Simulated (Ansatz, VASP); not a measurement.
This is a calculation of Te for Ansatz 0.2.0.

Contents of input.yaml:

```yaml
crystal:
  lattice:
    - [4.454, 0.0, 0.0]
    - [-2.227, 3.8572771485, 0.0]
    - [0.0, 0.0, 5.924]
  atoms:
    - { symbol: Te, position: [0.731, 0.731, 0.0] }
    - { symbol: Te, position: [0.0, 0.269, 0.6666666667] }
    - { symbol: Te, position: [0.269, 0.0, 0.3333333333] }
hamiltonian:
  xc: revpbe
  pseudopotentials: { kind: paw }
  dispersion: d4
kpoints:
  mp_grid: { grid: [7, 7, 5] }
scf:
  occupations: { method: fermi_dirac, width: 0.05 }
output:
  forces: true
  stress: true
  eigenvalues: true
relax:
  f_tol: 0.01
  max_steps: 40
  cell: { stress_tol: 0.05 }
```

Potentials or basis: Ansatz PAW.

The run is started by

```bash
$ ansatz run input.yaml --threads 2 --pin off --max-ram 5632MiB --backend cpu --events-out ev --progress --plain --runs-dir out
```

Q: Translate it to VASP 6.6.1. Potentials there: VASP PAW PBE potentials, release 64 (Te).

A: As run (the cutoff follows the program's own potentials):

INCAR

```
ALGO = Normal
EDIFF = 1E-6
EDIFFG = -0.01
ENCUT = 600
GGA = RE
IBRION = 2
ISIF = 3
ISMEAR = -1
IVDW = 13
LASPH = T
LCHARG = F
LREAL = F
LWAVE = F
NELM = 60
NSW = 60
PREC = Accurate
SIGMA = 0.05
```

KPOINTS

```
k-points
0
Gamma
  7 7 5
```

Contents of POSCAR:

```
Te
1.0
    4.4540000000      0.0000000000      0.0000000000
   -2.2270000000      3.8572771485      0.0000000000
    0.0000000000      0.0000000000      5.9240000000
Te
3
Direct
    0.7310000000      0.7310000000      0.0000000000
    0.0000000000      0.2690000000      0.6666666667
    0.2690000000      0.0000000000      0.3333333333
```

Potentials or basis: VASP PAW PBE potentials, release 64 (Te).

Command:

```sh
$ cat potpaw_PBE.64/Te/POTCAR > POTCAR
$ mpirun -np 1 vasp_std > vasp.out
```

Both were run:

|  | VASP | Ansatz | Ansatz less VASP |
| --- | --- | --- | --- |
| gap on the k mesh at the Fermi level, each at its own relaxed structure (eV) | 0.50 | 0.48 | -0.023 |
| relaxed volume (Å³/atom) | 31.36 | 31.38 | +0.021 |
| relaxed cell length with the largest relative difference (Å) | 5.974 | 5.965 | -0.0090 |

VASP's potentials were made for PBE, not for revPBE. VASP's potentials hold 18 valence electrons a cell and Ansatz's 48, so a difference there can come from the potentials and not from the codes.

Spin-orbit coupling is off throughout. Noted on Ansatz's run: odd divisions of the mesh miss points on the zone boundary, where band edges often lie, so the gap on the mesh can be too wide; the plane-wave basis is chosen anew once the cell has moved, so the energies of steps on either side of that aren't comparable.
